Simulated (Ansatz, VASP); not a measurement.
# One calculation of SiC, two programs

File INCAR:

```
SYSTEM = SiC
ALGO = Normal
EDIFF = 1E-7
ENCUT = 520
GGA = PE
ISIF = 2
ISMEAR = -1
LASPH = .True.
LCHARG = .False.
LREAL = .False.
LWAVE = .False.
NBANDS = 26
NELM = 100
PREC = Accurate
SIGMA = 0.02
```

Contents of KPOINTS:

```
k-points
0
Gamma
  12 12 4
  0 0 0
```

The input POSCAR:

```
SiC
1.0
    3.0160039324      0.0000000000      0.0000000000
   -1.5080019662      2.6119360233      0.0000000000
    0.0000000000      0.0000000000      9.8751883303
Si C
4 4
Direct
    0.0000000000      0.0000000000     -0.0001714550
    0.3333333333      0.6666666667      0.2499596674
    0.0000000000      0.0000000000      0.4998285450
    0.6666666667      0.3333333333      0.7499596674
    0.0000000000      0.0000000000      0.1872873145
    0.3333333333      0.6666666667      0.4379244731
    0.0000000000      0.0000000000      0.6872873145
    0.6666666667      0.3333333333      0.9379244731
```

Input for Ansatz:

```yaml
crystal:
  lattice:
    - [3.0160039324, 0.0, 0.0]
    - [-1.5080019662, 2.6119360233, 0.0]
    - [0.0, 0.0, 9.8751883303]
  atoms:
    - { symbol: Si, position: [0.0, 0.0, -0.000171455] }
    - { symbol: Si, position: [0.3333333333, 0.6666666667, 0.2499596674] }
    - { symbol: Si, position: [0.0, 0.0, 0.499828545] }
    - { symbol: Si, position: [0.6666666667, 0.3333333333, 0.7499596674] }
    - { symbol: C, position: [0.0, 0.0, 0.1872873145] }
    - { symbol: C, position: [0.3333333333, 0.6666666667, 0.4379244731] }
    - { symbol: C, position: [0.0, 0.0, 0.6872873145] }
    - { symbol: C, position: [0.6666666667, 0.3333333333, 0.9379244731] }
kpoints:
  mp_grid: { grid: [12, 12, 4] }
  band_path:
    path:
      - [0.0, 0.0, 0.0]
      - [0.5, 0.0, 0.0]
      - [0.3333333333, 0.3333333333, 0.0]
      - [0.0, 0.0, 0.5]
      - [0.5, 0.0, 0.5]
      - [0.3333333333, 0.3333333333, 0.5]
      - [0.0, 0.5, 0.0]
    npoints: 1
hamiltonian:
  xc: pbe
scf:
  occupations: { method: fermi_dirac, width: 0.02 }
  n_extra_bands: 6
output:
  forces: true
  stress: true
  eigenvalues: true
  write_density: true
  write_potential: true
  elf: true
  volumetric_format: npy
```

Change from the starting cell: hydrostatic strain -2.0%.

Alike in both runs: task single point; functional PBE; k mesh 12 × 12 × 4; occupations fermi-dirac, width 0.02 eV; no spin polarisation.

```csv
,VASP,Ansatz
version,VASP 6.6.1,Ansatz 0.2.0
potentials or method,"VASP PAW PBE potentials, release 64 (Si, C)","plane waves, PAW"
plane-wave cutoff (eV),520,420
valence electrons in the cell,32,32
```

```csv
,VASP,Ansatz,Ansatz less VASP
gap on the k mesh at the Fermi level (eV),2.23,2.23,+0.001
pressure (GPa),18.8,18.9,+0.10
"traceless stress, the component that is largest in VASP (GPa)",-0.21,-0.22,-0.007
```
